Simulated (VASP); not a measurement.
A run of VASP 6.6.1:

Contents of INCAR:

```
SYSTEM = Zr2N
PREC = Accurate ; ENCUT = 600
EDIFF = 1E-6 ; ISMEAR = 0
SIGMA = 0.1 ; LREAL = .False.
LASPH = .True. ; NELM = 120
ALGO = Normal ; ISIF = 2
LWAVE = .False. ; LCHARG = .False.
GGA = PE ; NBANDS = 22
GGA_COMPAT = .False.
```

Contents of KPOINTS:

```
Automatic mesh
0
Gamma
  6 6 4
  0 0 0
```

Contents of POSCAR:

```
Zr2N
1.0
    3.2673017000      0.0000000000      0.0000000000
    0.0000000000      3.2673017000      0.0000000000
    0.0000000000      0.0000000000      4.5042576000
Zr N
2 1
Direct
    0.5000000000      0.5000000000      0.0000000000
    0.0000000000      0.0000000000      0.5000000000
    0.5000000000      0.5000000000      0.5000000000
```

Potentials or basis: VASP PAW PBE potentials, release 64 (Zr_sv, N).

Launch:

```console
$ cat potpaw_PBE.64/Zr_sv/POTCAR potpaw_PBE.64/N/POTCAR > POTCAR
$ mpirun -np 1 vasp_std > vasp.out
```

Hardware: 1 thread of Intel Xeon 8259CL, with other jobs on the host.

Task: Estimate the wall time of this run.

Result: Run time: 45 s on 1 thread of Intel Xeon 8259CL, with other jobs on the host, peak memory 0.19 GiB. Counts: scf iterations 13, k points 30.
